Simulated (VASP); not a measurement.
Set up this calculation in VASP 6.6.1, as the native input.

| Item | Value |
| --- | --- |
| Task | single point |
| Functional | PBE |
| Potentials or basis | VASP PAW PBE potentials, release 64 (K_sv, Mg, F) |
| Cutoff | 520 eV |
| k mesh | 6 × 6 × 6 |
| Occupations | gaussian, width 0.02 eV |
| Spin | no spin polarisation |
| Dipole correction | no |
| Further INCAR settings | ALGO = Normal; EDIFF = 1e-07; NBANDS = 24 |

The structure of KMgF3 lies in POSCAR:

```
KMgF3
1.0
    3.8850618606      0.0000000000      0.0000000000
    0.0000000000      3.8850618606      0.0000000000
    0.0000000000      0.0000000000      3.8850618606
K Mg F
1 1 3
Direct
    0.5000000000      0.5000000000      0.5000000000
    0.0000000000      0.0000000000      0.0000000000
    0.5000000000      0.0000000000      0.0000000000
    0.0000000000      0.5000000000      0.0000000000
    0.0000000000      0.0000000000      0.5000000000
```

The input as run:

INCAR

```
PREC = Accurate ; ENCUT = 520
EDIFF = 1E-7 ; ISMEAR = 0
SIGMA = 0.02 ; LREAL = F
LASPH = T ; NELM = 100
ALGO = Normal ; ISIF = 2
LWAVE = F ; LCHARG = T
GGA = PE ; LELF = T
LVHAR = T ; NBANDS = 24
```

KPOINTS

```
regular mesh
0
Gamma
  6 6 6
```

Potentials or basis: VASP PAW PBE potentials, release 64 (K_sv, Mg, F).

Command:

```console
$ cat potpaw_PBE.64/K_sv/POTCAR potpaw_PBE.64/Mg/POTCAR potpaw_PBE.64/F/POTCAR > POTCAR
$ mpirun -np 1 vasp_std > vasp.out
```

Results of the run:

- Pressure: 10.9 GPa
- Band gap on the k mesh: 7.91 eV (least direct gap 8.23 eV)

Caveat: the cell stands under pressure.

Wall time 26 s on 1 thread of Intel(R) Xeon(R) Platinum 8375C CPU @ 2.90GHz (Ice Lake) (shared host), peak memory 0.18 GiB.
